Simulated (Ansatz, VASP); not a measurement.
InGaPb3 in VASP and in Ansatz

```xyz
5
Lattice="4.7406 2.7370 2.1724 -4.7406 2.7370 2.1724 0.0000 -5.4739 2.1724" Properties=species:S:1:pos:R:3 pbc="T T T"
In    0.0000    0.0000    4.1586
Ga    0.0000    0.0000    0.2662
Pb   -2.7087    1.5639    4.0908
Pb    0.0000   -3.1277    4.0908
Pb    2.7087    1.5639    4.0908
```

Change from the starting cell: species swapped into the CsGeI3 type (R3m, No. 160).

Alike in both runs: functional PBE; k mesh 3 × 3 × 3; occupations gaussian, width 0.1 eV; no spin polarisation.

Ansatz relaxed the structure, and its values are those at the end. VASP's run is a single point on that final structure, the one shown.

|  | VASP | Ansatz |
| --- | --- | --- |
| version | VASP 6.6.1 | Ansatz 0.2.0 |
| potentials or method | VASP PAW PBE potentials, release 64 (In_d, Ga_d, Pb_d), cutoff 520 eV | scalar-relativistic, plane waves, PAW |
| valence electrons in the cell | 68 | 68 |

```csv
,VASP,Ansatz,Ansatz less VASP
gap on the k mesh at the Fermi level (eV),none,none,-
pressure (GPa),0.0,0.1,+0.04
rms of the force components (eV/Å),0.004,0.004,-0.0004
```

A gap of «none» marks a metal or a gap that the smearing closes.

The k mesh is coarse, so the values compare programs but aren't converged. Spin-orbit coupling is off throughout.
